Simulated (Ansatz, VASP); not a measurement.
## Al2Cu in VASP and in Ansatz

```xyz
3
Lattice="4.2032 0.0000 0.0000 0.0000 4.2032 0.0000 0.0000 0.0000 2.6972" Properties=species:S:1:pos:R:3 pbc="T T T"
Al    2.1016    0.0000    1.3486
Al    0.0000    2.1016    1.3486
Cu    0.0000    0.0000    0.0000
```

Alike in both runs: task single point; functional r2SCAN; k mesh 14 × 14 × 18; occupations gaussian, width 0.15 eV; no spin polarisation.

|  | VASP | Ansatz |
| --- | --- | --- |
| version | VASP 6.6.1 | Ansatz 0.2.0 |
| potentials or method | VASP PAW PBE potentials, release 64 (Al, Cu), cutoff 520 eV | scalar-relativistic, plane waves, PAW |
| valence electrons in the cell | 17 | 25 |

```csv
,VASP,Ansatz,Ansatz less VASP
gap on the k mesh at the Fermi level (eV),none,none,-
pressure (GPa),1.0,1.1,+0.10
"traceless stress, the component that is largest in VASP (GPa)",5.50,5.59,+0.085
```

VASP's potentials were made for PBE, not for r2SCAN. A gap of «none» marks a metal or a gap that the smearing closes. VASP's potentials hold 17 valence electrons a cell and Ansatz's 25, so a difference there can come from the potentials and not from the codes.
